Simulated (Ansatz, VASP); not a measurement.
Two plane-wave programs on SiC

```
CELL_PARAMETERS angstrom
0.00000 2.17840 2.17840
2.17840 0.00000 2.17840
2.17840 2.17840 0.00000
ATOMIC_POSITIONS crystal
Si 0.25000 0.25000 0.25000
C 0.00000 0.00000 0.00000
```

Alike in both runs: functional PBEsol; k mesh 10 × 10 × 10; occupations gaussian, width 0.02 eV; no spin polarisation.

Ansatz relaxed the structure, and its values are those at the end. VASP's run is a single point on that final structure, the one shown.

```csv
,VASP,Ansatz
version,VASP 6.6.1,Ansatz 0.2.0
potentials or method,"VASP PAW PBE potentials, release 64 (Si, C), cutoff 520 eV","scalar-relativistic, plane waves, PAW"
valence electrons in the cell,8,8
```

|  | VASP | Ansatz | Ansatz less VASP |
| --- | --- | --- | --- |
| gap on the k mesh at the Fermi level (eV) | 1.23 | 1.24 | +0.010 |
| least direct gap on the mesh (eV) | 4.44 | 4.45 | +0.009 |
| pressure (GPa) | 0.4 | 0.0 | -0.35 |

VASP's potentials were made for PBE, not for PBEsol. The functional is the same, so the differences come from potentials, cutoffs and numerics.
